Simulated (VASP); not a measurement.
Set up this calculation in VASP 6.6.1, as the native input.

```yaml
Task: relaxation of cell and atoms
Functional: PBE
Potentials_or_basis: VASP PAW PBE potentials, release 64 (Sb, S)
Cutoff: 600 eV
k_mesh: 4 × 4 × 4
Occupations: gaussian, width 0.1 eV
Spin: no spin polarisation
Dipole_correction: no
Further_INCAR_settings: ALGO = Normal; EDIFF = 1e-06; IBRION = 2; EDIFFG = -0.04; NSW = 90; ISIF = 3
```

The structure of SbS3 lies in POSCAR:

```
SbS3
1.0
   -2.9501677400      2.9501677400      2.9501677400
    2.9501677400     -2.9501677400      2.9501677400
    2.9501677400      2.9501677400     -2.9501677400
Sb S
1 3
Direct
    0.0000000000      0.0000000000      0.0000000000
    0.0000000000      0.5000000000      0.5000000000
    0.5000000000      0.0000000000      0.5000000000
    0.5000000000      0.5000000000      0.0000000000
```

The input as run:

INCAR

```
SYSTEM = SbS3
  ALGO = Normal
  EDIFF = 1E-6
  EDIFFG = -0.04
  ENCUT = 600
  GGA = PE
  IBRION = 2
  ISIF = 3
  ISMEAR = 0
  LASPH = .True.
  LCHARG = .False.
  LREAL = .False.
  LWAVE = .False.
  NELM = 60
  NSW = 90
  PREC = Accurate
  SIGMA = 0.1
```

KPOINTS

```
k-points
0
Gamma
  4 4 4
  0 0 0
```

Potentials or basis: VASP PAW PBE potentials, release 64 (Sb, S).

Command:

```sh
$ cat potpaw_PBE.64/Sb/POTCAR potpaw_PBE.64/S/POTCAR > POTCAR
$ mpirun -np 1 vasp_std > vasp.out
```

Results of the run:

```yaml
Relaxed_volume: 21.13 Å³/atom
Relaxed_cell: a = 4.788 Å, b = 4.788 Å, c = 4.788 Å, α = 109.47°, β = 109.47°, γ = 109.47°
Space_group_after_relaxing_to_0.05_Å: Im-3m (No. 229)
Energy_gained_by_relaxing: 146.8 meV/atom
Ionic_steps: 3
Pressure_after_relaxing: 0.0 GPa
```

Caveat: the k points lie up to 0.40 Å⁻¹ apart in the final cell; the volume moved by over 15 % at a fixed basis, so the end points are rough.

Wall time 60 s on 1 thread of AMD EPYC 7R13 Processor (Zen 3), on a shared host, peak memory 0.22 GiB.
